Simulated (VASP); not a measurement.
# CdSe: electric field gradients with PBE

CdSe:

```xyz
2
Lattice="0.0000 3.0703 2.9782 3.0703 0.0000 2.9782 3.0703 3.0703 0.0000" Properties=species:S:1:pos:R:3 pbc="T T T"
Cd    0.0000    0.0000    0.0000
Se    1.5351    1.5351    1.4891
```

This cell differs from its parent crystal: zz strain of -3 %.

* Program: VASP 6.6.1
* Task: electric field gradients
* Functional: PBE
* Potentials or basis: VASP PAW PBE potentials, release 64 (Cd, Se)
* Cutoff: 520 eV
* k mesh: 8 × 8 × 8
* Occupations: fermi-dirac, width 0.03 eV
* Spin: no spin polarisation
* Dipole correction: no
* Further INCAR settings: ALGO = Normal; EDIFF = 1e-08; NBANDS = 16

- Pressure: 3.2 GPa
- Band gap on the k mesh: 0.55 eV, direct

Stress tensor (GPa, compression positive):
```
3.10 0.00 0.00
0.00 3.10 0.00
0.00 0.00 3.51
```

Levels at points of the mesh, in eV from the valence-band top:
```
           k point  band 5  band 6  band 7  band 8  band 9  band 10  band 11  band 12  band 13  band 14
(0.00, 0.00, 0.00)   -7.63   -7.62   -0.09   -0.09    0.00     0.55     5.88     5.88     5.88     9.73
(0.50, 0.00, 0.00)   -7.59   -7.33   -4.46   -0.88   -0.74     2.33     6.28     6.50     7.37     9.99
(0.50, 0.50, 0.00)   -7.56   -7.23   -4.03   -2.00   -2.00     3.01     3.53     9.25    10.14    10.14
(0.50, 0.00, 0.50)   -7.57   -7.28   -4.20   -1.90   -1.85     3.11     3.79     8.97    10.00    10.33
```

Electric field gradients, principal values (V/Å²):
```tsv
atom	least	middle	greatest (by size)
1 Cd	-4.538	-4.539	9.077
2 Se	5.739	5.739	-11.477
```

It took 17 s on 1 thread of Intel(R) Xeon(R) 6975P-C (Granite Rapids), with other jobs on the host, peak memory 0.2 GiB.

Caveat: the cell differs from its parent crystal (zz strain of -3 %); without QUAD_EFG the Cq values of the log hold for a quadrupole moment of 1 mb, not for the nuclei.
